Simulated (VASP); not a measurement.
A run of VASP 6.6.1 is set up as follows.

The input INCAR:

```
PREC = Accurate
ENCUT = 520
EDIFF = 1E-6
ISMEAR = 0
SIGMA = 0.01
LREAL = False
LASPH = True
NELM = 100
ALGO = Normal
ISIF = 2
LWAVE = False
LCHARG = False
GGA = PE
IVDW = 12
NBANDS = 11
```

The input KPOINTS:

```
regular mesh
0
Gamma
  6 6 6
```

POSCAR

```
BeS
1.0
    0.0000000000      2.4250000000      2.4250000000
    2.4250000000      0.0000000000      2.4250000000
    2.4250000000      2.4250000000      0.0000000000
Be S
1 1
Direct
    0.0000000000      0.0000000000      0.0000000000
    0.2500000000      0.2500000000      0.2500000000
```

Potentials or basis: VASP PAW PBE potentials, release 64 (Be, S).

Launch:

```console
$ cat potpaw_PBE.64/Be/POTCAR potpaw_PBE.64/S/POTCAR > POTCAR
$ mpirun -np 1 vasp_std > vasp.out
```

Task: Estimate the band gap on the k mesh.

Result: 3.11 eV, indirect (least direct gap 5.67 eV).

Task: What does it give for the dispersion energy per atom?

Result: -0.301 eV.

Caveat: three body term missing. A k mesh can miss the band edges.
